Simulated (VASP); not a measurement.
Si:

```xyz
8
Lattice="5.1527 0.0098 -0.0091 0.0098 5.0379 -0.0302 -0.0091 -0.0302 5.1204" Properties=species:S:1:pos:R:3 pbc="T T T"
Si    0.0691    0.0180    0.0191
Si   -0.0301   -0.0101    2.5050
Si    0.0178    2.5711   -0.0134
Si   -0.0301    2.4888    2.5813
Si    2.6448    5.0662   -0.1044
Si    2.5389    4.9672    2.5852
Si    2.5217    2.5105   -0.0209
Si    2.5942    2.4992    2.5498
```

* Program: VASP 6.6.1
* Task: relaxation of cell and atoms
* Functional: PBE
* Potentials or basis: VASP PAW PBE potentials, release 64 (Si)
* Cutoff: 600 eV
* k mesh: 4 × 4 × 4
* Occupations: gaussian, width 0.2 eV
* Spin: no spin polarisation

At the start: pressure -1.4 GPa; volume 16.61 Å³/atom.

How do energy, volume and symmetry change on relaxing?

Over 62 steps the energy falls by 122.9 meV/atom and the volume is 14.96 Å³/atom (-10.0 %); space group P1 (No. 1, to 0.1 Å) before, P6/mmm (No. 191, to 0.1 Å).

Step by step:
```tsv
step	energy change (eV)	largest force (eV/Å)	pressure (GPa)	volume (Å³)
1	0.0000	0.3710	-1.40	132.91
3	-0.0459	0.2281	1.50	128.69
5	-0.0898	0.1668	1.09	129.47
7	-0.0915	0.1293	1.11	129.37
9	-0.0985	0.0921	-0.15	131.03
11	-0.1004	0.0872	-0.01	130.88
13	-0.1042	0.0738	0.09	130.65
15	-0.1053	0.0993	0.18	130.43
17	-0.1079	0.1003	0.10	130.49
19	-0.1163	0.1401	-0.24	130.77
21	-0.1175	0.1743	-0.40	130.90
23	-0.1275	0.1638	-0.12	130.43
25	-0.1422	0.1342	0.17	129.73
27	-0.1664	0.2650	-0.15	129.40
29	-0.2092	0.2209	0.06	128.21
31	-0.2368	0.3540	-0.11	127.99
33	-0.2788	0.5890	-1.52	127.84
35	-0.2992	0.4064	-1.18	127.63
37	-0.4407	1.0821	-1.09	124.97
39	-0.5358	0.9697	-0.02	122.29
41	-0.6887	0.4495	-0.72	122.03
43	-0.7107	0.5077	-0.76	121.81
45	-0.8232	0.5318	1.90	118.28
47	-0.9083	0.2739	-1.41	121.37
49	-0.9432	0.2783	-0.39	120.38
51	-0.9681	0.1281	0.75	118.99
53	-0.9754	0.0948	-0.01	119.65
55	-0.9793	0.0513	-0.20	119.87
57	-0.9805	0.0469	0.24	119.43
59	-0.9826	0.0387	0.03	119.61
61	-0.9832	0.0250	-0.09	119.78
62	-0.9834	0.0154	0.01	119.67
```

Final structure:
```yaml
crystal:
  lattice:
    - [5.32109, 0.00166, 0.00486]
    - [-0.00307, 4.99420, -0.01082]
    - [-0.00099, 0.00954, 4.50299]
  atoms:
    - { symbol: Si, position: [0.12121, 0.00011, 0.00000] }
    - { symbol: Si, position: [0.87886, 0.99984, 0.50021] }
    - { symbol: Si, position: [0.12932, 0.50009, 0.99965] }
    - { symbol: Si, position: [0.87060, 0.49985, 0.49983] }
    - { symbol: Si, position: [0.62078, 0.00012, 0.00020] }
    - { symbol: Si, position: [0.37876, 0.99986, 0.50003] }
    - { symbol: Si, position: [0.62984, 0.50019, 0.99988] }
    - { symbol: Si, position: [0.37063, 0.49994, 0.50021] }
```
